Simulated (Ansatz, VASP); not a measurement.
# Two plane-wave programs on Sb

```xyz
2
Lattice="2.2256 1.2849 3.9878 -2.2256 1.2849 3.9878 0.0000 -2.5699 3.9878" Properties=species:S:1:pos:R:3 pbc="T T T"
Sb    0.0000    0.0000    2.7648
Sb    0.0000    0.0000    9.1985
```

Alike in both runs: task single point; functional revPBE; k mesh 14 × 14 × 14; occupations fermi-dirac, width 0.1 eV; no spin polarisation.

|  | VASP | Ansatz |
| --- | --- | --- |
| version | VASP 6.6.1 | Ansatz 0.2.0 |
| potentials or method | VASP PAW PBE potentials, release 64 (Sb), cutoff 520 eV | plane waves (420 eV) with PAW, scalar-relativistic |
| valence electrons in the cell | 10 | 30 |

|  | VASP | Ansatz | Ansatz less VASP |
| --- | --- | --- | --- |
| pressure (GPa) | -1.6 | -1.6 | +0.01 |
| traceless stress, the component that is largest in VASP (GPa) | 0.32 | 0.34 | +0.013 |

VASP's potentials were made for PBE, not for revPBE. VASP's potentials hold 10 valence electrons a cell and Ansatz's 30, so a difference there can come from the potentials and not from the codes.

Spin-orbit coupling is off throughout.
